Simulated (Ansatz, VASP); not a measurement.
One calculation of InSb, two programs

```xyz
2
Lattice="3.7200 0.0000 0.0000 0.0000 3.7200 0.0000 0.0000 0.0000 3.7200" Properties=species:S:1:pos:R:3 pbc="T T T"
Sb    1.8600    1.8600    1.8600
In    0.0000    0.0000    0.0000
```

Alike in both runs: functional PBEsol; k mesh 6 × 6 × 6; occupations gaussian, width 0.1 eV; no spin polarisation.

Ansatz relaxed the structure, and its values are those at the end. VASP's run is a single point on that final structure, the one shown.

|  | VASP | Ansatz |
| --- | --- | --- |
| version | VASP 6.6.1 | Ansatz 0.2.0 |
| potentials or method | VASP PAW PBE potentials, release 64 (Sb, In_d), cutoff 500 eV | scalar-relativistic, plane waves, PAW |
| valence electrons in the cell | 18 | 28 |

|  | VASP | Ansatz | Ansatz less VASP |
| --- | --- | --- | --- |
| gap on the k mesh at the Fermi level (eV) | none | none | - |
| pressure (GPa) | 0.1 | 0.2 | +0.01 |

VASP's potentials were made for PBE, not for PBEsol. A gap of «none» marks a metal or a gap that the smearing closes. VASP's potentials hold 18 valence electrons a cell and Ansatz's 28, so a difference there can come from the potentials and not from the codes.

Spin-orbit coupling is off throughout.
